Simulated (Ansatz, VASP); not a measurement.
**One calculation of Na3LiB5, two programs**

```
CELL_PARAMETERS angstrom
5.58448 0.00000 0.00000
-2.79224 4.83630 0.00000
0.00000 0.00000 4.34769
ATOMIC_POSITIONS crystal
Na 0.59450 0.00000 0.00000
Na 0.00000 0.59450 0.00000
Na 0.40550 0.40550 0.00000
Li 0.00000 0.00000 0.00000
B 0.38653 0.00000 0.50000
B 0.00000 0.38653 0.50000
B 0.61347 0.61347 0.50000
B 0.33333 0.66667 0.50000
B 0.66667 0.33333 0.50000
```

Change from the starting cell: species swapped into the Tm3Ga5Ni type (P-62m, No. 189).

Alike in both runs: functional PBE; k mesh 6 × 6 × 4; occupations gaussian, width 0.1 eV; no spin polarisation.

Ansatz relaxed the structure, and its values are those at the end. VASP's run is a single point on that final structure, the one shown.

```csv
,VASP,Ansatz
version,VASP 6.6.1,Ansatz 0.2.0
potentials or method,"VASP PAW PBE potentials, release 64 (Na_pv, Li_sv, B), cutoff 520 eV","scalar-relativistic, plane waves, PAW"
valence electrons in the cell,39,45
```

```csv
,VASP,Ansatz,Ansatz less VASP
gap on the k mesh at the Fermi level (eV),none,none,-
rms of the force components (eV/Å),0.014,0.013,-0.0010
```

A gap of «none» marks a metal or a gap that the smearing closes. With one functional, cell and mesh, what is left measures potentials, basis and numerics. VASP's potentials hold 39 valence electrons a cell and Ansatz's 45, so a difference there can come from the potentials and not from the codes.

The k mesh is coarse, so the values compare programs but aren't converged. Noted on VASP's run: the cutoff is short for stress, so the pressure is rough.
